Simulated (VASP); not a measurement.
Here is a VASP 6.6.1 calculation.

File INCAR:

```
PREC     = Accurate       # precision mode
ENCUT    = 500            # plane-wave cutoff, eV
EDIFF    = 1E-6           # SCF threshold, eV
ISMEAR   = 0              # smearing method
SIGMA    = 0.1            # smearing width, eV
LREAL    = F              # projectors in reciprocal space
LASPH    = T              # aspherical terms in the spheres
NELM     = 120            # most SCF steps
ALGO     = Normal         # electronic algorithm
ISIF     = 2              # what is computed and relaxed
LWAVE    = F              # write WAVECAR
LCHARG   = F              # write CHGCAR
GGA      = PS             # functional
NBANDS   = 11             # bands
GGA_COMPAT= F
```

Contents of KPOINTS:

```
regular mesh
0
Gamma
  15 15 15
```

Contents of POSCAR:

```
Pt
1.0
    2.6728587958      0.0000000000      0.0000000000
   -1.3364293979      2.3147636179      0.0000000000
    1.3364293979      0.7715878726      2.3636501026
Pt
1
Direct
    0.0000000000      0.0000000000      0.0000000000
```

Potentials or basis: VASP PAW PBE potentials, release 64 (Pt).

Launch:

```bash
$ cat potpaw_PBE.64/Pt/POTCAR > POTCAR
$ mpirun -np 1 vasp_std > vasp.out
```

Task: Estimate the band gap on the k mesh.

Result: Zero (band 5 reaches 12.29 eV, above the bottom of band 6 at 9.88 eV).

Task: Estimate the pressure.

Result: 10.4 GPa.

Stress tensor (GPa, compression positive):
```
15.91  0.00  0.00
 0.00 15.91  0.00
 0.00  0.00 -0.55
```

Caveat: the PAW data sets were made with another functional, which shifts forces and pressure a little; spin-orbit coupling is left out, which moves the levels of the heavy elements.
